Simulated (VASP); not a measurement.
# CsPbCl3 (P1) in VASP: single point with PBEsol

Aim: the single point of CsPbCl3 with PBEsol.

Program: VASP 6.6.1. These are calculated values, not measurements. Logs are shortened: lines on timing, memory, paths and dates and some standing lists are left out, and cuts for length are marked.

## 1. The cell of the first run

The typed cell holds 10 atoms: a = 11.260 Å, b = 5.651 Å, c = 5.625 Å, α = 89.98°, β = 89.87°, γ = 89.72°.

## 2. Single point, PBEsol

Input file INCAR:

```
ALGO = Normal
EDIFF = 1E-6
ENCUT = 520
GGA = PS
ISIF = 2
ISMEAR = -1
LASPH = T
LCHARG = T
LELF = T
LREAL = F
LVHAR = T
LWAVE = F
NBANDS = 55
NELM = 100
PREC = Accurate
SIGMA = 0.05
```

Input file KPOINTS:

```
k-points
0
Gamma
  2 4 4
```

Input file POSCAR:

```
CsPbCl3
1.0
   11.2601573601      0.0279266568      0.0136358576
    0.0140102581      5.6505551912      0.0013976067
    0.0063771473      0.0009988901      5.6251679077
Cs Pb Cl
2 2 6
Direct
    0.0062375187      0.0547792927     -0.0136200329
    0.5069866578      0.0555897614     -0.0154543889
    0.2468544753      0.5023409510      0.4818390686
    0.7469211769      0.5034368485      0.4802264660
   -0.0033273629      0.4718415654      0.4823314579
    0.2343097287      0.0020949393      0.4776462815
    0.2495596757      0.4683465522     -0.0182057360
    0.4966281536      0.4707850133      0.4825178507
    0.7355103369      0.0032311416      0.4722574597
    0.7491259082      0.4716739796     -0.0198907442
```

Potentials or basis: VASP PAW PBE potentials, release 64 (Cs_sv, Pb_d, Cl).

Started as:

```sh
$ cat potpaw_PBE.64/Cs_sv/POTCAR potpaw_PBE.64/Pb_d/POTCAR potpaw_PBE.64/Cl/POTCAR > POTCAR
$ mpirun -np 1 vasp_std > vasp.out
```

OUTCAR:

```text
EDIFF = 1E-6
   ENCUT = 520
   GGA = PS
   ISIF = 2
   ISMEAR = -1
   LASPH = T
   LREAL = F
   NELM = 100
   PREC = Accurate

 ion  position               nearest neighbor table
   1  0.006  0.055  0.986-
   2  0.507  0.056  0.985-
   3  0.247  0.502  0.482-   8 2.82   7 2.82   7 2.82   5 2.82   6 2.83   6 2.83
   4  0.747  0.503  0.480-   5 2.82  10 2.82  10 2.82   8 2.83   9 2.83   9 2.83
   5  0.997  0.472  0.482-   4 2.82   3 2.82
   6  0.234  0.002  0.478-   3 2.83   3 2.83
   7  0.250  0.468  0.982-   3 2.82   3 2.82
   8  0.497  0.471  0.483-   3 2.82   4 2.83
   9  0.736  0.003  0.472-   4 2.83   4 2.83
  10  0.749  0.472  0.980-   4 2.82   4 2.82

  LATTYP: Found a triclinic cell.
 ALAT       =    11.2602002473
 B/A-ratio  =     0.5018181390
 C/A-ratio  =     0.4995623069
 COS(alpha) =     0.0004277242
 COS(beta)  =     0.0023450940
 COS(gamma) =     0.0049598435

  Lattice vectors:

 A1 = (  11.2601573601,   0.0279266568,   0.0136358576)
 A2 = (   0.0140102581,   5.6505551912,   0.0013976067)
 A3 = (   0.0063771473,   0.0009988901,   5.6251679077)

Analysis of symmetry for initial positions (statically):
=====================================================================
 Subroutine PRICEL returns:
 Original cell was already a primitive cell.

 Routine SETGRP: Setting up the symmetry group for a
 triclinic supercell.

 Subroutine GETGRP returns: Found  1 space group operations
 (whereof  1 operations were pure point group operations)
 out of a pool of  2 trial point group operations.

The static configuration has the point symmetry C_1 .

Analysis of symmetry for dynamics (positions and initial velocities):
=====================================================================
 Subroutine PRICEL returns:
 Original cell was already a primitive cell.

 Routine SETGRP: Setting up the symmetry group for a
 triclinic supercell.

 Subroutine GETGRP returns: Found  1 space group operations
 (whereof  1 operations were pure point group operations)
 out of a pool of  2 trial point group operations.

The dynamic configuration has the point symmetry C_1 .

 Subroutine INISYM returns: Found  1 space group operations
 (whereof  1 operations are pure point group operations),
 and found     1 'primitive' translations

----------------------------------------------------------------------------------------

                                     Primitive cell

  volume of cell :     357.9050

  direct lattice vectors                    reciprocal lattice vectors
    11.260157360  0.027926657  0.013635858     0.088809374 -0.000220173 -0.000100642
     0.014010258  5.650555191  0.001397607    -0.000438883  0.176974856 -0.000030929
     0.006377147  0.000998890  5.625167908    -0.000215172 -0.000043437  0.177772723

  length of vectors
    11.260200247  5.650572733  5.625171611     0.088809703  0.176975403  0.177772858

  position of ions in fractional coordinates (direct lattice)
     0.006237519  0.054779293  0.986379967
     0.506986658  0.055589761  0.984545611
     0.246854475  0.502340951  0.481839069
     0.746921177  0.503436849  0.480226466
     0.996672637  0.471841565  0.482331458
     0.234309729  0.002094939  0.477646282
     0.249559676  0.468346552  0.981794264
     0.496628154  0.470785013  0.482517851
     0.735510337  0.003231142  0.472257460
     0.749125908  0.471673980  0.980109256

  ion indices of the primitive-cell ions
   primitive index   ion index
                 1           1
                 2           2
                 3           3
                 4           4
                 5           5
                 6           6
                 7           7
                 8           8
                 9           9
                10          10

----------------------------------------------------------------------------------------

 KPOINTS: k-points

Automatic generation of k-mesh.
 Grid dimensions read from file:
 generate k-points for:    2    4    4

 Generating k-lattice:

  Cartesian coordinates                     Fractional coordinates (reciprocal lattice)
     0.044404687 -0.000110087 -0.000050321     0.500000000 -0.000000000  0.000000000
    -0.000109721  0.044243714 -0.000007732     0.000000000  0.250000000  0.000000000
    -0.000053793 -0.000010859  0.044443181    -0.000000000  0.000000000  0.250000000

  Length of vectors
     0.044404852  0.044243851  0.044443215

  Shift w.r.t. Gamma in fractional coordinates (k-lattice)
     0.000000000  0.000000000  0.000000000

 Subroutine IBZKPT returns following result:
 ===========================================

 Found     20 irreducible k-points:

 Following reciprocal coordinates:
            Coordinates               Weight
  0.000000  0.000000  0.000000      1.000000
  0.500000 -0.000000  0.000000      1.000000
  0.000000  0.250000  0.000000      2.000000
  0.500000  0.250000  0.000000      2.000000
  0.000000  0.500000  0.000000      1.000000
  0.500000  0.500000  0.000000      1.000000
[... 12 lines left out ...]
  0.000000  0.500000  0.500000      1.000000
  0.500000  0.500000  0.500000      1.000000
   k-points           NKPTS =     20   k-points in BZ     NKDIM =     20   number of bands    NBANDS=     55
   number of dos      NEDOS =    301   number of ions     NIONS =     10
   total plane-waves  NPLWV = 148176
   dimension x,y,z NGX =    84 NGY =   42 NGZ =   42
   dimension x,y,z NGXF=   168 NGYF=   84 NGZF=   84
   ions per type =               2   2   6
   NGX,Y,Z   is equivalent  to a cutoff of  12.40, 12.36, 12.41 a.u.
   NGXF,Y,Z  is equivalent  to a cutoff of  24.80, 24.71, 24.83 a.u.
 SYSTEM =  unknown system
   PREC   = accura    normal or accurate (medium, high low for compatibility)
   ISTART =      0    job   : 0-new  1-cont  2-samecut
   ICHARG =      2    charge: 1-file 2-atom 10-const
   ISPIN  =      1    spin polarized calculation?
   LNONCOLLINEAR =      F non collinear calculations
   LSORBIT =      F    spin-orbit coupling
   LASPH  =      T    aspherical Exc in radial PAW
   ENCUT  =  520.0 eV  38.22 Ry    6.18 a.u.  20.94 10.51 10.46*2*pi/ulx,y,z
   NELM   =    100;   NELMIN=  2; NELMDL= -5     # of ELM steps
   EDIFF  = 0.1E-05   stopping-criterion for ELM
   LREAL  =      F    real-space projection
   EDIFFG = 0.1E-04   stopping-criterion for IOM
   NSW    =      0    number of steps for IOM
   IBRION =     -1    ionic relax: 0-MD 1-quasi-New 2-CG
   NFREE  =      0    steps in history (QN), initial steepest desc. (CG)
   ISIF   =      2    stress and relaxation
   ISYM   =      2    0-nonsym 1-usesym 2-fastsym
   POTIM  = 0.5000    time-step for ionic-motion
   TEBEG  =    0.0;   TEEND  =   0.0 temperature during run
   PSTRESS=    0.0 pullay stress
   NELECT =      88.0000    total number of electrons
   NUPDOWN=      -1.0000    fix difference up-down
   EMIN   =  10.00;   EMAX   =-10.00  energy-range for DOS
   EFERMI =   0.00;   METHOD = LEGACY
   ISMEAR =    -1;   SIGMA  =   0.05  broadening in eV -4-tet -1-fermi 0-gaus
   EFERMI_NEDOS =   21; number of points for ismear=-14 and -15
   IALGO  =     38    algorithm
   IMIX   =      4    mixing-type and parameters
     AMIX     =   0.40;   BMIX     =  1.00
     AMIX_MAG =   1.60;   BMIX_MAG =  1.00
  volume/ion in A,a.u.               =      35.79       241.53
  Fermi-wavevector in a.u.,A,eV,Ry     =   1.025604  1.938111 14.311478  1.051864
  Thomas-Fermi vector in A             =   2.159453
   LORBIT       =      0    0 simple, 1 ext, 2 COOP (PROOUT), +10 PAW based schemes
   GGA     = PS    functional components
   LHFCALC =     F    Hartree Fock is set to
   AEXX    =    0.0000 exact exchange contribution
   IVDW    =     0    specifies the selected vdW correction
   LEPSILON=     F    determine dielectric tensor
   LRPA    =     F    only Hartree local field effects (RPA)
 non-spin polarized calculation
  energy-cutoff  :      520.00
  volume of cell :      357.91
 maximum number of plane-waves:      9687
 NGX is ok and might be reduce to    84
   NGX = 41   NGY = 21   NGZ = 21

 number of electron      87.9999994 magnetization

 Free energy of the ion-electron system (eV)
  ---------------------------------------------------
  ext. energy  EPLUGINS =         0.00000000
  ---------------------------------------------------
  free energy    TOTEN  =       -36.73295134 eV

  energy without entropy =      -36.73295134  energy(sigma->0) =      -36.73295134

 E-fermi :   2.3186     XC(G=0):  -7.9111

 val. band max:        1.3215755203   @ k =   0.0000   0.5000   0.5000
 cond. band min:       3.3734844900   @ k =   0.0000   0.5000   0.5000
 fundamental gap:      2.0519089697
 Fermi energy:         2.3185620911

 k-point     1 :       0.0000    0.0000    0.0000
  band No.  band energies     occupation
      1     -19.6558      2.00000
      2     -19.6522      2.00000
      3     -15.2383      2.00000
      4     -15.2288      2.00000
      5     -15.2211      2.00000
      6     -15.1356      2.00000
[... 47 lines left out ...]
     54       6.7443      0.00000
     55       6.8469      0.00000

 k-point     2 :       0.5000   -0.0000    0.0000
  band No.  band energies     occupation
      1     -19.6553      2.00000
      2     -19.6527      2.00000
      3     -15.2327      2.00000
      4     -15.2246      2.00000
      5     -15.1874      2.00000
      6     -15.1813      2.00000
[... 47 lines left out ...]
     54       6.7120      0.00000
     55       6.9771      0.00000
[... 984 lines left out ...]
     54       7.1430      0.00000
     55       7.2780      0.00000

 k-point    20 :       0.5000    0.5000    0.5000
  band No.  band energies     occupation
      1     -19.6514      2.00000
      2     -19.6488      2.00000
      3     -15.1373      2.00000
      4     -15.1318      2.00000
      5     -15.0753      2.00000
      6     -15.0680      2.00000
[... 47 lines left out ...]
     54       7.1376      0.00000
     55       7.4100      0.00000

------------------------ aborting loop because EDIFF is reached ----------------------------------------

  FORCE on cell =-STRESS in cart. coord.  units (eV):
  Direction    XX          YY          ZZ          XY          YZ          ZX
  --------------------------------------------------------------------------------------
  -------------------------------------------------------------------------------------
  Total       -0.0609215     -0.0759319     -0.0556120     -0.0089420      0.0000330     -0.0025520
  in kB       -0.2727178     -0.3399124     -0.2489494     -0.0400293      0.0001479     -0.0114241
  external PRESSURE =      -0.2871932 kB  Pullay stress =       0.0000000 kB

 VOLUME and BASIS-vectors are now :
 -----------------------------------------------------------------------------
  energy-cutoff  :      520.00
  volume of cell :      357.91
      direct lattice vectors                 reciprocal lattice vectors
    11.260157360  0.027926657  0.013635858     0.088809374 -0.000220173 -0.000100642
     0.014010258  5.650555191  0.001397607    -0.000438883  0.176974856 -0.000030929
     0.006377147  0.000998890  5.625167908    -0.000215172 -0.000043437  0.177772723

 POSITION                                       TOTAL-FORCE (eV/Angst)
 -----------------------------------------------------------------------------------
      0.07729      0.31069      5.54871         0.000073     -0.002385     -0.001381
      5.71581      0.32925      5.54523        -0.003499     -0.003018     -0.001224
      2.78973      2.84588      2.71449        -0.001171     -0.000115     -0.000394
      8.42057      2.86604      2.71224        -0.000349      0.000086     -0.000756
     11.23238      2.69448      2.72745        -0.004696      0.001998      0.000043
      2.64144      0.01886      2.69004         0.000525     -0.000500      0.001166
      2.82290      2.65437      5.52682         0.000537      0.001364      0.000161
      5.60178      2.67455      2.72167         0.007089      0.002744     -0.000137
      8.28502      0.03927      2.66656         0.000100     -0.000803      0.002166
      8.44813      2.68712      5.52415         0.001391      0.000628      0.000354
 -----------------------------------------------------------------------------------
    total drift:                                0.000124      0.001179      0.000103

  FREE ENERGIE OF THE ION-ELECTRON SYSTEM (eV)
  ---------------------------------------------------
  free  energy   TOTEN  =       -36.7329513427 eV

  energy  without entropy=      -36.7329513425  energy(sigma->0) =      -36.73295134
```

Wall time 6.4 min (1 thread of AMD EPYC 7R13, shared host); peak memory 0.54 GiB.

Results:

| Quantity | Value |
| --- | --- |
| Free energy | -36.7330 eV |
| Pressure | 0.0 GPa |
| Largest force | 0.008 eV/Å |
| Band gap on the k mesh | 2.05 eV |

Forces in eV/Å, atoms in the order of the input:
```
Cs   0.000 -0.002 -0.001
Cs  -0.003 -0.003 -0.001
Pb  -0.001  0.000  0.000
Pb   0.000  0.000 -0.001
Cl  -0.005  0.002  0.000
Cl   0.001 -0.001  0.001
Cl   0.001  0.001  0.000
Cl   0.007  0.003  0.000
Cl   0.000 -0.001  0.002
Cl   0.001  0.001  0.000
```

Levels at points of the mesh, in eV from the valence-band top:
| k point | band 40 | band 41 | band 42 | band 43 | band 44 | band 45 | band 46 | band 47 | band 48 | band 49 |
| --- | --- | --- | --- | --- | --- | --- | --- | --- | --- | --- |
| (0.00, 0.00, 0.00) | -2.30 | -2.25 | -2.22 | -2.21 | -1.48 | 3.10 | 3.51 | 4.62 | 4.68 | 4.82 |
| (0.50, 0.00, 0.00) | -2.29 | -2.27 | -2.25 | -2.11 | -2.10 | 3.97 | 3.97 | 4.57 | 4.58 | 4.95 |
| (0.00, 0.50, 0.00) | -2.34 | -2.32 | -1.90 | -1.45 | -0.68 | 2.61 | 2.64 | 3.06 | 4.96 | 4.98 |
| (0.50, 0.50, 0.00) | -2.38 | -2.08 | -2.07 | -1.25 | -1.24 | 2.81 | 2.81 | 4.15 | 4.16 | 5.14 |
| (0.00, 0.00, 0.50) | -2.32 | -2.29 | -1.99 | -1.49 | -0.68 | 2.61 | 2.62 | 3.11 | 4.81 | 5.01 |
| (0.50, 0.00, 0.50) | -2.30 | -2.15 | -2.15 | -1.27 | -1.26 | 2.85 | 2.86 | 4.08 | 4.08 | 5.16 |
| (0.00, 0.50, 0.50) | -1.93 | -1.91 | -1.91 | -0.67 | 0.00 | 2.05 | 2.07 | 2.16 | 2.62 | 2.62 |
| (0.50, 0.50, 0.50) | -2.12 | -1.93 | -1.91 | -0.50 | -0.50 | 2.33 | 2.33 | 2.34 | 2.35 | 3.62 |

Caveat: the PAW data sets were made with another functional, which shifts forces and pressure a little; spin-orbit coupling is left out, which moves the levels of the heavy elements. A k mesh can miss the band edges.
